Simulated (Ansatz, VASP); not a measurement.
# BaS in VASP and in Ansatz

Contents of INCAR:

```
ALGO = Normal
EDIFF = 1E-8
ENCUT = 520
GGA = PS
ISIF = 2
ISMEAR = -1
LASPH = True
LCHARG = False
LEFG = True
LREAL = False
LWAVE = False
NBANDS = 15
NELM = 60
PREC = Accurate
SIGMA = 0.02
```

File KPOINTS:

```
k-points
0
Gamma
  8 8 8
```

The input POSCAR:

```
BaS
1.0
    0.0000000000      3.1396081846      3.1396081846
    3.1396081846      0.0000000000      3.1396081846
    3.1396081846      3.1396081846      0.0000000000
Ba S
1 1
Direct
    0.0000000000      0.0000000000      0.0000000000
    0.5000000000      0.5000000000      0.5000000000
```

Input for Ansatz:

```yaml
crystal:
  lattice:
    - [0.0, 3.1396081846, 3.1396081846]
    - [3.1396081846, 0.0, 3.1396081846]
    - [3.1396081846, 3.1396081846, 0.0]
  atoms:
    - { symbol: Ba, position: [0.0, 0.0, 0.0] }
    - { symbol: S, position: [0.5, 0.5, 0.5] }
kpoints:
  mp_grid: { grid: [8, 8, 8] }
scf:
  occupations: { method: fermi_dirac, width: 0.02 }
hamiltonian:
  xc: pbesol
  pseudopotentials: { kind: paw }
output:
  forces: true
  stress: true
  eigenvalues: true
  efg: { contact_densities: true }
  write_density: true
  write_potential: true
  elf: true
  volumetric_format: npy
```

Change from the starting cell: volume scaled by 0.95, PAW files.

Alike in both runs: task electric field gradients; functional PBEsol; k mesh 8 × 8 × 8; occupations fermi-dirac, width 0.02 eV; no spin polarisation.

|  | VASP | Ansatz |
| --- | --- | --- |
| version | VASP 6.6.1 | Ansatz 0.2.0 |
| potentials or method | VASP PAW PBE potentials, release 64 (Ba_sv, S) | PAW with Ansatz's default frozen-core files, scalar-relativistic |
| plane-wave cutoff (eV) | 520 | 420 |
| valence electrons in the cell | 16 | 16 |

Ansatz gave:

```
gap on the k mesh at the Fermi level (eV) : 1.99
pressure (GPa)                            : 1.2
```

Task: What did VASP give for the same quantities?

Result: gap on the k mesh at the Fermi level (eV): 1.88; pressure (GPa): 2.0.

VASP's potentials were made for PBE, not for PBEsol.

Neither program's run includes spin-orbit coupling.
